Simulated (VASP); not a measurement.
# C (R-3m) in VASP: a series of runs, part 2 of 2

VASP 6.6.1.

### 3 Electric field gradients, PBE (equal xy, yz and zx shear strains of +3 %)

Contents of INCAR:

```
ALGO = Normal
EDIFF = 1E-8
ENCUT = 520
GGA = PE
ISIF = 2
ISMEAR = -1
LASPH = True
LCHARG = False
LEFG = True
LREAL = False
LWAVE = False
NBANDS = 11
NELM = 80
PREC = Accurate
SIGMA = 0.08
```

Contents of KPOINTS:

```
k-points
0
Gamma
  20 20 20
```

Contents of POSCAR:

```
C
1.0
    0.0535020000      1.8101510000      1.8101510000
    1.8101510000      0.0535020000      1.8101510000
    1.8101510000      1.8101510000      0.0535020000
C
2
Direct
    0.5000000000      0.5000000000      0.5000000000
    0.7500000000      0.7500000000      0.7500000000
```

Potentials or basis: VASP PAW PBE potentials, release 64 (C).

The run is started by

```bash
$ cat potpaw_PBE.64/C/POTCAR > POTCAR
$ mpirun -np 1 vasp_std > vasp.out
```

OUTCAR:

```text
EDIFF = 1E-8
   ENCUT = 520
   GGA = PE
   ISIF = 2
   ISMEAR = -1
   LASPH = True
   LREAL = False
   NELM = 80
   PREC = Accurate

 ion  position               nearest neighbor table
   1  0.500  0.500  0.500-   2 1.53   2 1.53   2 1.53   2 1.59
   2  0.750  0.750  0.750-   1 1.53   1 1.53   1 1.53   1 1.59

  LATTYP: Found a trigonal (rhomboedric) cell.
 ALAT       =     2.5604991212
 COS(alpha) =     0.5293254421

  Lattice vectors:

 A1 = (   0.0535020000,   1.8101510000,   1.8101510000)
 A2 = (   1.8101510000,   0.0535020000,   1.8101510000)
 A3 = (   1.8101510000,   1.8101510000,   0.0535020000)

Analysis of symmetry for initial positions (statically):
=====================================================================
 Subroutine PRICEL returns:
 Original cell was already a primitive cell.

 Routine SETGRP: Setting up the symmetry group for a
 trigonal (rhombohedral) supercell.

 Subroutine GETGRP returns: Found 12 space group operations
 (whereof  6 operations were pure point group operations)
 out of a pool of 12 trial point group operations.

The static configuration has the point symmetry C_3v.
 The point group associated with its full space group is D_3d.

Analysis of symmetry for dynamics (positions and initial velocities):
=====================================================================
 Subroutine PRICEL returns:
 Original cell was already a primitive cell.

 Routine SETGRP: Setting up the symmetry group for a
 trigonal (rhombohedral) supercell.

 Subroutine GETGRP returns: Found 12 space group operations
 (whereof  6 operations were pure point group operations)
 out of a pool of 12 trial point group operations.

The dynamic configuration has the point symmetry C_3v.
 The point group associated with its full space group is D_3d.

 Subroutine INISYM returns: Found 12 space group operations
 (whereof  6 operations are pure point group operations),
 and found     1 'primitive' translations

----------------------------------------------------------------------------------------

                                     Primitive cell

  volume of cell :      11.3367

  direct lattice vectors                    reciprocal lattice vectors
     0.053502000  1.810151000  1.810151000    -0.288777982  0.280487705  0.280487705
     1.810151000  0.053502000  1.810151000     0.280487705 -0.288777982  0.280487705
     1.810151000  1.810151000  0.053502000     0.280487705  0.280487705 -0.288777982

  length of vectors
     2.560499121  2.560499121  2.560499121     0.490652044  0.490652044  0.490652044

  position of ions in fractional coordinates (direct lattice)
     0.500000000  0.500000000  0.500000000
     0.750000000  0.750000000  0.750000000

  ion indices of the primitive-cell ions
   primitive index   ion index
                 1           1
                 2           2

----------------------------------------------------------------------------------------

 KPOINTS: k-points
[... 83 lines left out ...]
   ISMEAR =    -1;   SIGMA  =   0.08  broadening in eV -4-tet -1-fermi 0-gaus
   EFERMI_NEDOS =   21; number of points for ismear=-14 and -15
   IALGO  =     38    algorithm
   IMIX   =      4    mixing-type and parameters
     AMIX     =   0.40;   BMIX     =  1.00
     AMIX_MAG =   1.60;   BMIX_MAG =  1.00
  volume/ion in A,a.u.               =       5.67        38.25
  Fermi-wavevector in a.u.,A,eV,Ry     =   1.457503  2.754282 28.903066  2.124315
  Thomas-Fermi vector in A             =   2.574297
   LORBIT       =      0    0 simple, 1 ext, 2 COOP (PROOUT), +10 PAW based schemes
   GGA     = PE    functional components
   LHFCALC =     F    Hartree Fock is set to
   AEXX    =    0.0000 exact exchange contribution
   IVDW    =     0    specifies the selected vdW correction
   LEPSILON=     F    determine dielectric tensor
   LRPA    =     F    only Hartree local field effects (RPA)
 non-spin polarized calculation
  energy-cutoff  :      520.00
  volume of cell :       11.34
 maximum number of plane-waves:       317
   NGX =  9   NGY =  9   NGZ =  9

 number of electron       7.9999999 magnetization

 Free energy of the ion-electron system (eV)
  ---------------------------------------------------
  ext. energy  EPLUGINS =         0.00000000
  ---------------------------------------------------
  free energy    TOTEN  =       -18.13241253 eV

  energy without entropy =      -18.13241253  energy(sigma->0) =      -18.13241253

 E-fermi :  11.2402     XC(G=0): -13.2536

 val. band max:        9.7611263984   @ k =   0.0000   0.0000   0.0000
 cond. band min:      13.7864063324   @ k =   0.4000   0.4000   0.0000
 fundamental gap:      4.0252799340
 Fermi energy:        11.2401572800

 k-point     1 :       0.0000    0.0000    0.0000
  band No.  band energies     occupation
      1     -11.7561      2.00000
      2       9.6719      2.00000
      3       9.7611      2.00000
      4       9.7611      2.00000
      5      14.3177      0.00000
      6      15.7843      0.00000
      7      15.7843      0.00000
      8      23.2538      0.00000
      9      29.0888      0.00000
     10      36.3193      0.00000
     11      36.3193      0.00000
[... 309 lines left out ...]
 k-point    24 :      -0.3500    0.0500   -0.0000
  band No.  band energies     occupation
      1      -7.9699      2.00000
      2      -0.5577      2.00000
      3       6.6231      2.00000
      4       7.3129      2.00000
      5      17.1697      0.00000
      6      18.5553      0.00000
      7      18.7477      0.00000
      8      24.9894      0.00000
      9      30.4221      0.00000
     10      32.5001      0.00000
     11      34.4892      0.00000

 [... further k-points ...]

------------------------ aborting loop because EDIFF is reached ----------------------------------------

  FORCE on cell =-STRESS in cart. coord.  units (eV):
  Direction    XX          YY          ZZ          XY          YZ          ZX
  --------------------------------------------------------------------------------------
  -------------------------------------------------------------------------------------
  Total        0.2711075      0.2711075      0.2711075     -1.1699069     -1.1699069     -1.1699069
  in kB       38.3147676     38.3147676     38.3147676   -165.3392312   -165.3392312   -165.3392312
  external PRESSURE =      38.3147676 kB  Pullay stress =       0.0000000 kB

 VOLUME and BASIS-vectors are now :
 -----------------------------------------------------------------------------
  energy-cutoff  :      520.00
  volume of cell :       11.34
      direct lattice vectors                 reciprocal lattice vectors
     0.053502000  1.810151000  1.810151000    -0.288777982  0.280487705  0.280487705
     1.810151000  0.053502000  1.810151000     0.280487705 -0.288777982  0.280487705
     1.810151000  1.810151000  0.053502000     0.280487705  0.280487705 -0.288777982

 POSITION                                       TOTAL-FORCE (eV/Angst)
 -----------------------------------------------------------------------------------
      1.83690      1.83690      1.83690         0.030599      0.030599      0.030599
      2.75535      2.75535      2.75535        -0.030599     -0.030599     -0.030599
 -----------------------------------------------------------------------------------
    total drift:                                0.000000     -0.000000      0.000000

  FREE ENERGIE OF THE ION-ELECTRON SYSTEM (eV)
  ---------------------------------------------------
  free  energy   TOTEN  =       -18.1324125310 eV

  energy  without entropy=      -18.1324125309  energy(sigma->0) =      -18.13241253

 Electric field gradients (V/A^2)
---------------------------------------------------------------------
 ion       V_xx      V_yy      V_zz      V_xy      V_xz      V_yz
---------------------------------------------------------------------
   1       0.000     0.000    -0.000     3.278     3.278     3.278
   2       0.000     0.000    -0.000     3.278     3.278     3.278
---------------------------------------------------------------------

 Electric field gradients after diagonalization (V/A^2)
 (convention: |V_zz| > |V_xx| > |V_yy|)
----------------------------------------------------------------------
 ion       V_xx      V_yy      V_zz     asymmetry (V_yy - V_xx)/ V_zz
----------------------------------------------------------------------
   1      -3.278    -3.278     6.556       0.000
   2      -3.278    -3.278     6.556       0.000
----------------------------------------------------------------------

           NMR quadrupolar parameters

 Cq : quadrupolar parameter    Cq=e*Q*V_zz/h
 eta: asymmetry parameters     (V_yy - V_xx)/ V_zz
 Q  : nuclear electric quadrupole moment in mb (millibarn)
----------------------------------------------------------------------
 ion       Cq(MHz)       eta       Q (mb)
----------------------------------------------------------------------
   1       0.016       0.000       1.000
   2       0.016       0.000       1.000
----------------------------------------------------------------------
```

stdout:

```text
POSCAR found type information on POSCAR C
 POSCAR found :  1 types and       2 ions
 scaLAPACK will be used
 LDA part: xc-table for (Slater+PW92), standard interpolation
 POSCAR, INCAR and KPOINTS ok, starting setup
 FFT: planning ... GRIDC
 FFT: planning ... GRID_SOFT
 FFT: planning ... GRID
 WAVECAR not read
 entering main loop
ion   1

ion   2
```

Run time: 60 s. Hardware: 1 thread of Intel Xeon Platinum 8488C (Sapphire Rapids), shared host; peak memory 0.18 GiB.

What came out:

```
Free energy                             : -18.1324 eV
Pressure                                : 3.8 GPa
Largest force                           : 0.053 eV/Å
Band gap on the k mesh                  : 4.03 eV (least direct gap 4.56 eV)
Largest electric field gradient by atom : C +6.6 V/Å²
```

Forces in eV/Å, atoms in the order of the input:
```
C    0.031  0.031  0.031
C   -0.031 -0.031 -0.031
```

Stress tensor (GPa, compression positive):
```
  3.83 -16.53 -16.53
-16.53   3.83 -16.53
-16.53 -16.53   3.83
```

Electric field gradients, principal values (V/Å²):
| atom | least | middle | greatest (by size) |
| --- | --- | --- | --- |
| 1 C | -3.278 | -3.278 | 6.556 |
| 2 C | -3.278 | -3.278 | 6.556 |

Caveat: the cell differs from its parent crystal (equal xy, yz and zx shear strains of +3 %); the cell stands under pressure; without QUAD_EFG the Cq values of the log hold for a quadrupole moment of 1 mb, not for the nuclei. A k mesh can miss the band edges.
